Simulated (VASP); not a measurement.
# Bi2Te3 (P-1) in VASP: electric field gradients with PBEsol

Aim: the electric field gradients of Bi2Te3 with PBEsol.

Program: VASP 6.6.1. These are calculated values, not measurements. Logs are shortened: lines on timing, memory, paths and dates and some standing lists are left out, and cuts for length are marked.

### Step 1. The cell of the first run

The typed cell holds 5 atoms: a = 10.550 Å, b = 10.454 Å, c = 10.428 Å, α = 24.04°, β = 24.34°, γ = 24.10°.

### Step 2. Electric field gradients, PBEsol (equal xy, yz and zx shear strains of +2 %)

File INCAR:

```
PREC = Accurate
ENCUT = 520
EDIFF = 1E-8
ISMEAR = -1
SIGMA = 0.08
LREAL = F
LASPH = T
NELM = 100
ALGO = Normal
ISIF = 2
LWAVE = F
LCHARG = F
GGA = PS
LEFG = T
NBANDS = 32
KPAR = 4
```

File KPOINTS:

```
regular mesh
0
Gamma
  7 7 7
```

File POSCAR:

```
Bi2Te3
1.0
    2.3073185530      1.3897161683     10.2002613002
   -2.0786825638      1.3458561571     10.1564012890
    0.0763341108     -2.4306022254     10.1403474108
Bi Te
2 3
Direct
    0.4000000000      0.4000000000      0.4000000000
    0.6000000000      0.6000000000      0.6000000000
    0.0000000000      0.0000000000      0.0000000000
    0.2095000000      0.2095000000      0.2095000000
    0.7905000000      0.7905000000      0.7905000000
```

Potentials or basis: VASP PAW PBE potentials, release 64 (Bi_d, Te).

Launch:

```
$ cat potpaw_PBE.64/Bi_d/POTCAR potpaw_PBE.64/Te/POTCAR > POTCAR
$ mpirun -np 4 vasp_std > vasp.out
```

OUTCAR:

```text
PREC = Accurate
   ENCUT = 520
   EDIFF = 1E-8
   ISMEAR = -1
   LREAL = F
   LASPH = T
   NELM = 100
   ISIF = 2
   GGA = PS

 ion  position               nearest neighbor table
   1  0.400  0.400  0.400-   5 3.05   5 3.07   5 3.10   3 3.22   3 3.24   3 3.28
   2  0.600  0.600  0.600-   4 3.05   4 3.07   4 3.10   3 3.22   3 3.24   3 3.28
   3  0.000  0.000  0.000-   2 3.22   1 3.22   1 3.24   2 3.24   2 3.28   1 3.28
   4  0.209  0.209  0.209-   2 3.05   2 3.07   2 3.10   5 3.60   5 3.64   5 3.68
   5  0.791  0.791  0.791-   1 3.05   1 3.07   1 3.10   4 3.60   4 3.64   4 3.68

  LATTYP: Found a triclinic cell.
 ALAT       =     4.3481021733
 B/A-ratio  =     1.0088170701
 C/A-ratio  =     2.3982559027
 COS(alpha) =     0.0147121458
 COS(beta)  =     0.2024810853
 COS(gamma) =     0.4868514561

  Lattice vectors:

 A1 = (   2.1550166746,  -3.7764583825,  -0.0160538782)
 A2 = (   4.3860011168,   0.0438600112,   0.0438600112)
 A3 = (   0.0763341108,  -2.4306022254,  10.1403474108)

Analysis of symmetry for initial positions (statically):
=====================================================================
 Subroutine PRICEL returns:
 Original cell was already a primitive cell.

 Routine SETGRP: Setting up the symmetry group for a
 triclinic supercell.

 Subroutine GETGRP returns: Found  2 space group operations
 (whereof  2 operations were pure point group operations)
 out of a pool of  2 trial point group operations.

The static configuration has the point symmetry S_2 .

Analysis of symmetry for dynamics (positions and initial velocities):
=====================================================================
 Subroutine PRICEL returns:
 Original cell was already a primitive cell.

 Routine SETGRP: Setting up the symmetry group for a
 triclinic supercell.

 Subroutine GETGRP returns: Found  2 space group operations
 (whereof  2 operations were pure point group operations)
 out of a pool of  2 trial point group operations.

The dynamic configuration has the point symmetry S_2 .

 Subroutine INISYM returns: Found  2 space group operations
 (whereof  2 operations are pure point group operations),
 and found     1 'primitive' translations

[... 149 lines left out ...]
 val. band max:        6.0707477000   @ k =   0.0000   0.0000   0.0000
 cond. band min:       6.2832587722   @ k =   0.0000   0.0000   0.0000
 fundamental gap:      0.2125110722
 Fermi energy:         6.1867637064

 k-point     1 :       0.0000    0.0000    0.0000
  band No.  band energies     occupation
      1     -17.0474      2.00000
      2     -17.0461      2.00000
      3     -17.0448      2.00000
      4     -17.0434      2.00000
      5     -17.0366      2.00000
      6     -17.0356      2.00000
[... 829 lines left out ...]
     31      10.9295      0.00000
     32      11.3187      0.00000

 [... further k-points ...]

------------------------ aborting loop because EDIFF is reached ----------------------------------------

  FORCE on cell =-STRESS in cart. coord.  units (eV):
  Direction    XX          YY          ZZ          XY          YZ          ZX
  --------------------------------------------------------------------------------------
  -------------------------------------------------------------------------------------
  Total        0.0672730     -1.0017585     -0.7879365     -0.1157447     -1.1118180     -0.6026928
  in kB        0.6366146     -9.4797949     -7.4563643     -1.0953099    -10.5213047     -5.7033744
  external PRESSURE =      -5.4331815 kB  Pullay stress =       0.0000000 kB

 VOLUME and BASIS-vectors are now :
 -----------------------------------------------------------------------------
  energy-cutoff  :      520.00
  volume of cell :      169.31
      direct lattice vectors                 reciprocal lattice vectors
     2.307318553  1.389716168 10.200261300     0.226414984  0.129078273  0.029235167
    -2.078682564  1.345856157 10.156401289    -0.229671567  0.133593982  0.033750876
     0.076334111 -2.430602225 10.140347411     0.002282427 -0.263646411  0.035403740

 POSITION                                       TOTAL-FORCE (eV/Angst)
 -----------------------------------------------------------------------------------
      0.12199      0.12199     12.19880         0.028088      0.052555      0.036886
      0.18298      0.18298     18.29821        -0.028088     -0.052555     -0.036886
      0.00000      0.00000      0.00000         0.000000      0.000000      0.000000
      0.06389      0.06389      6.38912         0.068941      0.129179      0.094614
      0.24108      0.24108     24.10789        -0.068941     -0.129179     -0.094614
 -----------------------------------------------------------------------------------
    total drift:                               -0.000000     -0.000000     -0.000000

  FREE ENERGIE OF THE ION-ELECTRON SYSTEM (eV)
  ---------------------------------------------------
  free  energy   TOTEN  =       -20.2752638267 eV

  energy  without entropy=      -20.2732904689  energy(sigma->0) =      -20.27427715

 Electric field gradients (V/A^2)
---------------------------------------------------------------------
 ion       V_xx      V_yy      V_zz      V_xy      V_xz      V_yz
---------------------------------------------------------------------
   1     -33.649     7.343    26.306     0.103    17.847    35.672
   2     -33.649     7.343    26.306     0.103    17.847    35.672
   3     -46.440   -46.044    92.484    13.452    10.708    11.966
   4      -7.532    -4.381    11.914     9.822    12.607    13.986
   5      -7.532    -4.381    11.914     9.822    12.607    13.986
---------------------------------------------------------------------

 Electric field gradients after diagonalization (V/A^2)
 (convention: |V_zz| > |V_xx| > |V_yy|)
----------------------------------------------------------------------
 ion       V_xx      V_yy      V_zz     asymmetry (V_yy - V_xx)/ V_zz
----------------------------------------------------------------------
   1     -41.276   -14.750    56.026       0.473
   2     -41.276   -14.750    56.026       0.473
   3     -59.699   -34.809    94.508       0.263
   4     -15.931   -11.259    27.191       0.172
   5     -15.931   -11.259    27.191       0.172
----------------------------------------------------------------------

           NMR quadrupolar parameters

 Cq : quadrupolar parameter    Cq=e*Q*V_zz/h
 eta: asymmetry parameters     (V_yy - V_xx)/ V_zz
 Q  : nuclear electric quadrupole moment in mb (millibarn)
----------------------------------------------------------------------
 ion       Cq(MHz)       eta       Q (mb)
----------------------------------------------------------------------
   1       0.135       0.473       1.000
   2       0.135       0.473       1.000
   3       0.229       0.263       1.000
   4       0.066       0.172       1.000
   5       0.066       0.172       1.000
----------------------------------------------------------------------
```

Wall time 43 min (4 MPI ranks of Intel Xeon Platinum 8375C at 2.90GHz (Ice Lake), shared host); peak memory 1.5 GiB.

Results:

| Property | Result |
| --- | --- |
| Free energy | -20.2753 eV |
| Pressure | -0.5 GPa |
| Largest force | 0.174 eV/Å |
| Band gap on the k mesh | 0.21 eV |
| Largest electric field gradient by atom | Bi +56.0; Te +94.5, +27.2 (each value once) V/Å² |

Forces in eV/Å, atoms in the order of the input:
```
Bi   0.028  0.053  0.037
Bi  -0.028 -0.053 -0.037
Te   0.000  0.000  0.000
Te   0.069  0.129  0.095
Te  -0.069 -0.129 -0.095
```

Levels at points of the mesh, in eV from the valence-band top:
| k point | band 22 | band 23 | band 24 | band 25 | band 26 | band 27 |
| --- | --- | --- | --- | --- | --- | --- |
| (0.00, 0.00, 0.00) | -0.89 | -0.83 | 0.00 | 0.21 | 0.59 | 0.69 |

Electric field gradients, principal values (V/Å²):
```tsv
atom	least	middle	greatest (by size)
1 Bi	-14.750	-41.276	56.026
2 Bi	-14.750	-41.276	56.026
3 Te	-34.809	-59.699	94.508
4 Te	-11.259	-15.931	27.191
5 Te	-11.259	-15.931	27.191
```

Caveat: the cell differs from its parent crystal (equal xy, yz and zx shear strains of +2 %); without QUAD_EFG the Cq values of the log hold for a quadrupole moment of 1 mb, not for the nuclei; the PAW data sets were made with another functional, which shifts forces and pressure a little; spin-orbit coupling is left out, which moves the levels of the heavy elements.
